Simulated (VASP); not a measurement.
# B3P4Ir (P-43m) in VASP: further runs

B3P4Ir is run at these levels: PBE; tasks: single point, relaxation of cell and atoms.

All numbers are computed with VASP 6.6.1; they aren't measurements. Logs are shortened: lines on timing, memory, paths and dates and some standing lists are left out, and cuts for length are marked.

## Step 1: The cell of the first run

The structure is cubic, space group P-43m (No. 215). The conventional cell has a = 4.759 Å, b = 4.759 Å, c = 4.759 Å, α = 90.00°, β = 90.00°, γ = 90.00°. B (site symmetry -42m) has 4 P at 2.02 Å within 2.7 Å. P (site symmetry 3m) has 3 B at 2.02 Å and 1 Ir at 2.21 Å within 2.7 Å. Ir (site symmetry -43m) has 4 P at 2.21 Å within 2.9 Å.

## Step 2: Single point, PBE

The input, INCAR:

```
SYSTEM = B3P4Ir
ALGO = Normal
EDIFF = 1E-6
ENCUT = 520
GGA = PE
ISIF = 2
ISMEAR = 0
LASPH = .True.
LCHARG = .False.
LREAL = .False.
LWAVE = .False.
NBANDS = 29
NELM = 100
PREC = Accurate
SIGMA = 0.1
```

The input, KPOINTS:

```
k-points
0
Gamma
  8 8 8
  0 0 0
```

The input, POSCAR:

```
B3P4Ir
1.0
    4.7591467622      0.0000000000      0.0000000000
    0.0000000000      4.7591467622      0.0000000000
    0.0000000000      0.0000000000      4.7591467622
B P Ir
3 4 1
Direct
    0.0000000000      0.5000000000      0.5000000000
    0.5000000000      0.5000000000      0.0000000000
    0.5000000000      0.0000000000      0.5000000000
    0.2684552615      0.7315447385      0.7315447385
    0.7315447385      0.7315447385      0.2684552615
    0.7315447385      0.2684552615      0.7315447385
    0.2684552615      0.2684552615      0.2684552615
    0.0000000000      0.0000000000      0.0000000000
```

Potentials or basis: VASP PAW PBE potentials, release 64 (B, P, Ir).

Run with:

```sh
$ cat potpaw_PBE.64/B/POTCAR potpaw_PBE.64/P/POTCAR potpaw_PBE.64/Ir/POTCAR > POTCAR
$ mpirun -np 1 vasp_std > vasp.out
```

OUTCAR:

```text
SYSTEM = B3P4Ir
   EDIFF = 1E-6
   ENCUT = 520
   GGA = PE
   ISIF = 2
   ISMEAR = 0
   LASPH = .True.
   LREAL = .False.
   NELM = 100
   PREC = Accurate

 ion  position               nearest neighbor table
   1  0.000  0.500  0.500-   4 2.02   5 2.02   6 2.02   7 2.02
   2  0.500  0.500  0.000-   4 2.02   5 2.02   6 2.02   7 2.02
   3  0.500  0.000  0.500-   4 2.02   5 2.02   6 2.02   7 2.02
   4  0.268  0.732  0.732-   1 2.02   2 2.02   3 2.02   8 2.21
   5  0.732  0.732  0.268-   1 2.02   2 2.02   3 2.02   8 2.21
   6  0.732  0.268  0.732-   1 2.02   2 2.02   3 2.02   8 2.21
   7  0.268  0.268  0.268-   1 2.02   2 2.02   3 2.02   8 2.21
   8  0.000  0.000  0.000-   4 2.21   5 2.21   6 2.21   7 2.21

  LATTYP: Found a simple cubic cell.
 ALAT       =     4.7591467622

  Lattice vectors:

 A1 = (   4.7591467622,   0.0000000000,   0.0000000000)
 A2 = (   0.0000000000,   4.7591467622,   0.0000000000)
 A3 = (   0.0000000000,   0.0000000000,   4.7591467622)

Analysis of symmetry for initial positions (statically):
=====================================================================
 Subroutine PRICEL returns:
 Original cell was already a primitive cell.

 Routine SETGRP: Setting up the symmetry group for a
 simple cubic supercell.

 Subroutine GETGRP returns: Found 24 space group operations
 (whereof 24 operations were pure point group operations)
 out of a pool of 48 trial point group operations.

The static configuration has the point symmetry T_d .

Analysis of symmetry for dynamics (positions and initial velocities):
=====================================================================
 Subroutine PRICEL returns:
 Original cell was already a primitive cell.

 Routine SETGRP: Setting up the symmetry group for a
 simple cubic supercell.

 Subroutine GETGRP returns: Found 24 space group operations
 (whereof 24 operations were pure point group operations)
 out of a pool of 48 trial point group operations.

The dynamic configuration has the point symmetry T_d .

 Subroutine INISYM returns: Found 24 space group operations
 (whereof 24 operations are pure point group operations),
 and found     1 'primitive' translations

----------------------------------------------------------------------------------------

                                     Primitive cell

  volume of cell :     107.7922

  direct lattice vectors                    reciprocal lattice vectors
     4.759146762  0.000000000  0.000000000     0.210121698  0.000000000  0.000000000
     0.000000000  4.759146762  0.000000000     0.000000000  0.210121698  0.000000000
     0.000000000  0.000000000  4.759146762     0.000000000  0.000000000  0.210121698

  length of vectors
     4.759146762  4.759146762  4.759146762     0.210121698  0.210121698  0.210121698

  position of ions in fractional coordinates (direct lattice)
     0.000000000  0.500000000  0.500000000
     0.500000000  0.500000000  0.000000000
     0.500000000  0.000000000  0.500000000
     0.268455262  0.731544738  0.731544738
     0.731544738  0.731544738  0.268455262
     0.731544738  0.268455262  0.731544738
     0.268455262  0.268455262  0.268455262
     0.000000000  0.000000000  0.000000000

  ion indices of the primitive-cell ions
   primitive index   ion index
                 1           1
                 2           2
                 3           3
                 4           4
                 5           5
                 6           6
                 7           7
                 8           8

----------------------------------------------------------------------------------------

 KPOINTS: k-points

Automatic generation of k-mesh.
 Grid dimensions read from file:
 generate k-points for:    8    8    8

 Generating k-lattice:

  Cartesian coordinates                     Fractional coordinates (reciprocal lattice)
     0.026265212  0.000000000  0.000000000     0.125000000  0.000000000  0.000000000
     0.000000000  0.026265212  0.000000000     0.000000000  0.125000000  0.000000000
     0.000000000  0.000000000  0.026265212     0.000000000  0.000000000  0.125000000

  Length of vectors
     0.026265212  0.026265212  0.026265212

  Shift w.r.t. Gamma in fractional coordinates (k-lattice)
     0.000000000  0.000000000  0.000000000

 Subroutine IBZKPT returns following result:
 ===========================================

 Found     35 irreducible k-points:

 Following reciprocal coordinates:
            Coordinates               Weight
  0.000000  0.000000  0.000000      1.000000
  0.125000  0.000000  0.000000      6.000000
  0.250000  0.000000  0.000000      6.000000
  0.375000  0.000000  0.000000      6.000000
  0.500000  0.000000  0.000000      3.000000
  0.125000  0.125000  0.000000     12.000000
[... 16 lines left out ...]
  0.375000  0.375000  0.125000     24.000000
  0.500000  0.375000  0.125000     24.000000
 [... further k-points ...]
   k-points           NKPTS =     35   k-points in BZ     NKDIM =     35   number of bands    NBANDS=     29
   number of dos      NEDOS =    301   number of ions     NIONS =      8
   total plane-waves  NPLWV =  46656
   dimension x,y,z NGX =    36 NGY =   36 NGZ =   36
   dimension x,y,z NGXF=    72 NGYF=   72 NGZF=   72
   ions per type =               3   4   1
   NGX,Y,Z   is equivalent  to a cutoff of  12.58, 12.58, 12.58 a.u.
   NGXF,Y,Z  is equivalent  to a cutoff of  25.15, 25.15, 25.15 a.u.
 SYSTEM =  B3P4Ir
   PREC   = accura    normal or accurate (medium, high low for compatibility)
   ISTART =      0    job   : 0-new  1-cont  2-samecut
   ICHARG =      2    charge: 1-file 2-atom 10-const
   ISPIN  =      1    spin polarized calculation?
   LNONCOLLINEAR =      F non collinear calculations
   LSORBIT =      F    spin-orbit coupling
   LASPH  =      T    aspherical Exc in radial PAW
   ENCUT  =  520.0 eV  38.22 Ry    6.18 a.u.   8.85  8.85  8.85*2*pi/ulx,y,z
   NELM   =    100;   NELMIN=  2; NELMDL= -5     # of ELM steps
   EDIFF  = 0.1E-05   stopping-criterion for ELM
   LREAL  =      F    real-space projection
   EDIFFG = 0.1E-04   stopping-criterion for IOM
   NSW    =      0    number of steps for IOM
   IBRION =     -1    ionic relax: 0-MD 1-quasi-New 2-CG
   NFREE  =      0    steps in history (QN), initial steepest desc. (CG)
   ISIF   =      2    stress and relaxation
   ISYM   =      2    0-nonsym 1-usesym 2-fastsym
   POTIM  = 0.5000    time-step for ionic-motion
   TEBEG  =    0.0;   TEEND  =   0.0 temperature during run
   PSTRESS=    0.0 pullay stress
   NELECT =      38.0000    total number of electrons
   NUPDOWN=      -1.0000    fix difference up-down
   EMIN   =  10.00;   EMAX   =-10.00  energy-range for DOS
   EFERMI =   0.00;   METHOD = LEGACY
   ISMEAR =     0;   SIGMA  =   0.10  broadening in eV -4-tet -1-fermi 0-gaus
   EFERMI_NEDOS =   21; number of points for ismear=-14 and -15
   IALGO  =     38    algorithm
   IMIX   =      4    mixing-type and parameters
     AMIX     =   0.40;   BMIX     =  1.00
     AMIX_MAG =   1.60;   BMIX_MAG =  1.00
  volume/ion in A,a.u.               =      13.47        90.93
  Fermi-wavevector in a.u.,A,eV,Ry     =   1.156486  2.185441 18.197237  1.337459
  Thomas-Fermi vector in A             =   2.293105
   LORBIT       =      0    0 simple, 1 ext, 2 COOP (PROOUT), +10 PAW based schemes
   GGA     = PE    functional components
   LHFCALC =     F    Hartree Fock is set to
   AEXX    =    0.0000 exact exchange contribution
   IVDW    =     0    specifies the selected vdW correction
   LEPSILON=     F    determine dielectric tensor
   LRPA    =     F    only Hartree local field effects (RPA)
 non-spin polarized calculation
 Gauss-broadening in eV      SIGMA  =   0.10
  energy-cutoff  :      520.00
  volume of cell :      107.79
 maximum number of plane-waves:      2945
 NGX is ok and might be reduce to    36
   NGX = 17   NGY = 17   NGZ = 17

 number of electron      38.0000003 magnetization

 Free energy of the ion-electron system (eV)
  ---------------------------------------------------
  ext. energy  EPLUGINS =         0.00000000
  ---------------------------------------------------
  free energy    TOTEN  =       -51.66898578 eV

  energy without entropy =      -51.65707691  energy(sigma->0) =      -51.66303135

 E-fermi :   7.6951     XC(G=0): -10.9489

 val. band max:        7.6872625165   @ k =   0.2500   0.1250   0.0000
 cond. band min:       7.7070831595   @ k =   0.5000   0.2500   0.1250
 fundamental gap:      0.0198206429
 Fermi energy:         7.6951360310

 k-point     1 :       0.0000    0.0000    0.0000
  band No.  band energies     occupation
      1      -7.7000      2.00000
      2      -3.5946      2.00000
      3      -3.5946      2.00000
      4      -3.5946      2.00000
      5      -1.6556      2.00000
      6      -1.6556      2.00000
[... 21 lines left out ...]
     28      12.9347      0.00000
     29      12.9347      0.00000

 k-point     2 :       0.1250    0.0000    0.0000
  band No.  band energies     occupation
      1      -7.6172      2.00000
      2      -4.0071      2.00000
      3      -3.5841      2.00000
      4      -3.5841      2.00000
      5      -1.6010      2.00000
      6      -1.2824      2.00000
[... 21 lines left out ...]
     28      12.9897      0.00000
     29      13.3783      0.00000

 k-point     3 :       0.2500    0.0000    0.0000
  band No.  band energies     occupation
      1      -7.3738      2.00000
      2      -4.7768      2.00000
      3      -3.5585      2.00000
      4      -3.5585      2.00000
      5      -1.4522      2.00000
      6      -0.6164      2.00000
[... 21 lines left out ...]
     28      13.3656      0.00000
     29      14.2442      0.00000

 k-point     4 :       0.3750    0.0000    0.0000
  band No.  band energies     occupation
      1      -6.9956      2.00000
      2      -5.5292      2.00000
      3      -3.5324      2.00000
      4      -3.5324      2.00000
      5      -1.2676      2.00000
      6       0.0253      2.00000
[... 21 lines left out ...]
     28      14.0513      0.00000
     29      14.2184      0.00000

 k-point     5 :       0.5000    0.0000    0.0000
  band No.  band energies     occupation
      1      -6.6873      2.00000
      2      -5.9688      2.00000
      3      -3.5215      2.00000
      4      -3.5215      2.00000
      5      -1.1741      2.00000
      6       0.3921      2.00000
[... 21 lines left out ...]
     28      13.0502      0.00000
     29      13.4394      0.00000
[... 510 lines left out ...]
     28      13.3161      0.00000
     29      13.7137      0.00000

 k-point    22 :       0.5000    0.2500    0.1250
  band No.  band energies     occupation
      1      -6.3451      2.00000
      2      -5.6394      2.00000
      3      -4.3362      2.00000
      4      -3.9201      2.00000
      5      -0.7057      2.00000
      6      -0.2175      2.00000
[... 21 lines left out ...]
     28      13.5966      0.00000
     29      13.8922      0.00000

 k-point    23 :       0.3750    0.3750    0.1250
  band No.  band energies     occupation
      1      -6.2948      2.00000
      2      -5.0646      2.00000
      3      -4.9607      2.00000
      4      -4.0649      2.00000
      5      -0.5973      2.00000
      6      -0.3098      2.00000
[... 21 lines left out ...]
     28      13.2698      0.00000
     29      13.7341      0.00000

 k-point    24 :       0.5000    0.3750    0.1250
  band No.  band energies     occupation
      1      -6.0319      2.00000
      2      -5.3755      2.00000
      3      -4.8746      2.00000
      4      -4.1809      2.00000
      5      -0.5458      2.00000
      6      -0.3263      2.00000
[... 21 lines left out ...]
     28      13.1183      0.00000
     29      13.4801      0.00000

 [... further k-points ...]

------------------------ aborting loop because EDIFF is reached ----------------------------------------

  FORCE on cell =-STRESS in cart. coord.  units (eV):
  Direction    XX          YY          ZZ          XY          YZ          ZX
  --------------------------------------------------------------------------------------
  -------------------------------------------------------------------------------------
  Total        0.0816353      0.0816353      0.0816353      0.0000000     -0.0000000      0.0000000
  in kB        1.2133920      1.2133920      1.2133920      0.0000000     -0.0000000      0.0000000
  external PRESSURE =       1.2133920 kB  Pullay stress =       0.0000000 kB

 VOLUME and BASIS-vectors are now :
 -----------------------------------------------------------------------------
  energy-cutoff  :      520.00
  volume of cell :      107.79
      direct lattice vectors                 reciprocal lattice vectors
     4.759146762  0.000000000  0.000000000     0.210121698  0.000000000  0.000000000
     0.000000000  4.759146762  0.000000000     0.000000000  0.210121698  0.000000000
     0.000000000  0.000000000  4.759146762     0.000000000  0.000000000  0.210121698

 POSITION                                       TOTAL-FORCE (eV/Angst)
 -----------------------------------------------------------------------------------
      0.00000      2.37957      2.37957        -0.000000      0.000000     -0.000000
      2.37957      2.37957      0.00000        -0.000000      0.000000      0.000000
      2.37957      0.00000      2.37957        -0.000000     -0.000000      0.000000
      1.27762      3.48153      3.48153         0.036065     -0.036065     -0.036065
      3.48153      3.48153      1.27762        -0.036065     -0.036065      0.036065
      3.48153      1.27762      3.48153        -0.036065      0.036065     -0.036065
      1.27762      1.27762      1.27762         0.036065      0.036065      0.036065
      0.00000      0.00000      0.00000        -0.000000      0.000000      0.000000
 -----------------------------------------------------------------------------------
    total drift:                                0.000000      0.000000      0.000000

  FREE ENERGIE OF THE ION-ELECTRON SYSTEM (eV)
  ---------------------------------------------------
  free  energy   TOTEN  =       -51.6689857827 eV

  energy  without entropy=      -51.6570769126  energy(sigma->0) =      -51.66303135
```

Wall time 43 s (1 thread of AMD EPYC 9R45 (Zen 5), shared host); peak memory 0.24 GiB.

What came out:

```yaml
Free_energy: -51.6690 eV
Pressure: 0.1 GPa
Largest_force: 0.062 eV/Å
Band_gap_on_the_k_mesh: zero (band 19 reaches 8.87 eV, above the bottom of band 20 at 7.37 eV)
```

Forces on the atoms (eV/Å):
```
B    0.000  0.000  0.000
B    0.000  0.000  0.000
B    0.000  0.000  0.000
P    0.036 -0.036 -0.036
P   -0.036 -0.036  0.036
P   -0.036  0.036 -0.036
P    0.036  0.036  0.036
Ir   0.000  0.000  0.000
```

Levels at points of the mesh, in eV from the Fermi level:
| k point | band 16 | band 17 | band 18 | band 19 | band 20 | band 21 | band 22 | band 23 |
| --- | --- | --- | --- | --- | --- | --- | --- | --- |
| (0.00, 0.00, 0.00) | -3.46 | -3.41 | -3.41 | 0.71 | 0.71 | 0.71 | 0.82 | 2.78 |
| (0.50, 0.00, 0.00) | -2.66 | -2.45 | -1.67 | -0.88 | 0.08 | 0.08 | 1.06 | 1.95 |
| (0.50, 0.50, 0.00) | -3.45 | -2.09 | -1.51 | -1.15 | 0.67 | 0.67 | 2.55 | 2.55 |
| (0.50, 0.50, 0.50) | -2.65 | -2.53 | -2.53 | 1.17 | 1.17 | 1.17 | 3.08 | 3.08 |

Caveat: spin-orbit coupling is left out, which moves the levels of the heavy elements.

## Step 3: Relaxation of cell and atoms, PBE

The input, INCAR:

```
SYSTEM = B3P4Ir
ALGO = Normal
EDIFF = 1E-6
EDIFFG = -0.01
ENCUT = 600
GGA = PE
IBRION = 2
ISIF = 3
ISMEAR = 0
LASPH = .True.
LCHARG = .False.
LREAL = .False.
LWAVE = .False.
NELM = 100
NSW = 100
PREC = Accurate
SIGMA = 0.1
```

KPOINTS is that of step 2.

The input, POSCAR:

```
B3P4Ir
1.0
    4.7562483960      0.0000000000      0.0000000000
    0.0000000000      4.7562483960      0.0000000000
    0.0000000000      0.0000000000      4.7562483960
B P Ir
3 4 1
Direct
    0.0000000000      0.5000000000      0.5000000000
    0.5000000000      0.5000000000      0.0000000000
    0.5000000000      0.0000000000      0.5000000000
    0.2686153043      0.7313846957      0.7313846957
    0.7313846957      0.7313846957      0.2686153043
    0.7313846957      0.2686153043      0.7313846957
    0.2686153043      0.2686153043      0.2686153043
    0.0000000000      0.0000000000      0.0000000000
```

Potentials or basis: VASP PAW PBE potentials, release 64 (B, P, Ir).

Run with:

```sh
$ cat potpaw_PBE.64/B/POTCAR potpaw_PBE.64/P/POTCAR potpaw_PBE.64/Ir/POTCAR > POTCAR
$ mpirun -np 1 vasp_std > vasp.out
```

It took 2.3 min on 1 thread of AMD EPYC 9R45 (Zen 5), shared host; peak memory 0.28 GiB.

The run converged. Its results:

| Quantity | Value |
| --- | --- |
| Free energy | -51.6733 eV |
| Relaxed volume | 13.48 Å³/atom |
| Relaxed cell | a = 4.759 Å, b = 4.759 Å, c = 4.759 Å, α = 90.00°, β = 90.00°, γ = 90.00° |
| Space group after relaxing (to 0.05 Å) | P-43m (No. 215) |
| Energy gained by relaxing | 0.0 meV/atom |
| Ionic steps | 3 |
| Pressure after relaxing | 0.0 GPa |
| Band gap on the k mesh | zero (band 19 reaches 8.86 eV, above the bottom of band 20 at 7.36 eV) |

The path:
| step | energy change (eV) | largest force (eV/Å) | pressure (GPa) | volume (Å³) |
| --- | --- | --- | --- | --- |
| 1 | 0.0000 | 0.0409 | 0.36 | 107.60 |
| 2 | 0.0002 | 0.0509 | -0.43 | 108.06 |
| 3 | -0.0003 | 0.0004 | 0.01 | 107.80 |

Final structure:
```xyz
8
Lattice="4.7593 0.0000 0.0000 0.0000 4.7593 0.0000 0.0000 0.0000 4.7593" Properties=species:S:1:pos:R:3 pbc="T T T"
B     0.0000    2.3797    2.3797
B     2.3797    2.3797    0.0000
B     2.3797    0.0000    2.3797
P     1.2789    3.4804    3.4804
P     3.4804    3.4804    1.2789
P     3.4804    1.2789    3.4804
P     1.2789    1.2789    1.2789
Ir    0.0000    0.0000    0.0000
```

Levels at points of the mesh, in eV from the Fermi level:
| k point | band 17 | band 18 | band 19 | band 20 | band 21 | band 22 |
| --- | --- | --- | --- | --- | --- | --- |
| (0.00, 0.00, 0.00) | -3.40 | -3.40 | 0.70 | 0.70 | 0.70 | 0.80 |
| (0.50, 0.00, 0.00) | -2.45 | -1.66 | -0.88 | 0.09 | 0.09 | 1.05 |
| (0.50, 0.50, 0.00) | -2.08 | -1.50 | -1.15 | 0.67 | 0.67 | 2.54 |
| (0.50, 0.50, 0.50) | -2.53 | -2.53 | 1.17 | 1.17 | 1.17 | 3.07 |

Caveat: spin-orbit coupling is left out, which moves the levels of the heavy elements.

## Step 4: Single point, PBE

The input, INCAR:

```
PREC     = Accurate       # precision mode
ENCUT    = 520            # plane-wave cutoff, eV
EDIFF    = 1E-6           # SCF threshold, eV
ISMEAR   = 0              # smearing method
SIGMA    = 0.1            # smearing width, eV
LREAL    = False          # projectors in reciprocal space
LASPH    = True           # aspherical terms in the spheres
NELM     = 100            # most SCF steps
ALGO     = Normal         # electronic algorithm
ISIF     = 2              # what is computed and relaxed
LWAVE    = False          # write WAVECAR
LCHARG   = False          # write CHGCAR
GGA      = PE             # functional
NBANDS   = 29             # bands
```

The input, KPOINTS:

```
Automatic mesh
0
Gamma
  4 4 4
```

POSCAR is that of step 3.

Run with:

```sh
$ cat potpaw_PBE.64/B/POTCAR potpaw_PBE.64/P/POTCAR potpaw_PBE.64/Ir/POTCAR > POTCAR
$ mpirun -np 1 vasp_std > vasp.out
```

It took 23 s on 1 thread of AMD EPYC 9R45 (Zen 5), shared host; peak memory 0.18 GiB.

Results (log left out):

* Free energy: -51.6148 eV
* Pressure: 0.2 GPa
* Largest force: 0.091 eV/Å
* Band gap on the k mesh: zero (band 19 reaches 8.89 eV, above the bottom of band 20 at 7.58 eV)

Forces in eV/Å, atoms in the order of the input:
```
B    0.000  0.000  0.000
B    0.000  0.000  0.000
B    0.000  0.000  0.000
P    0.053 -0.053 -0.053
P   -0.053 -0.053  0.053
P   -0.053  0.053 -0.053
P    0.053  0.053  0.053
Ir   0.000  0.000  0.000
```

Levels at points of the mesh, in eV from the Fermi level:
```
           k point  band 15  band 16  band 17  band 18  band 19  band 20  band 21  band 22  band 23  band 24
(0.00, 0.00, 0.00)    -3.45    -3.45    -3.42    -3.42     0.72     0.72     0.72     0.83     2.80     2.80
(0.50, 0.00, 0.00)    -2.66    -2.66    -2.45    -1.67    -0.88     0.09     0.09     1.07     1.96     4.90
(0.50, 0.50, 0.00)    -3.44    -3.44    -2.09    -1.51    -1.15     0.68     0.68     2.56     2.56     4.13
(0.50, 0.50, 0.50)    -2.64    -2.64    -2.53    -2.53     1.19     1.19     1.19     3.09     3.09     3.09
```

Caveat: spin-orbit coupling is left out, which moves the levels of the heavy elements.

[end of part 1 of 2]
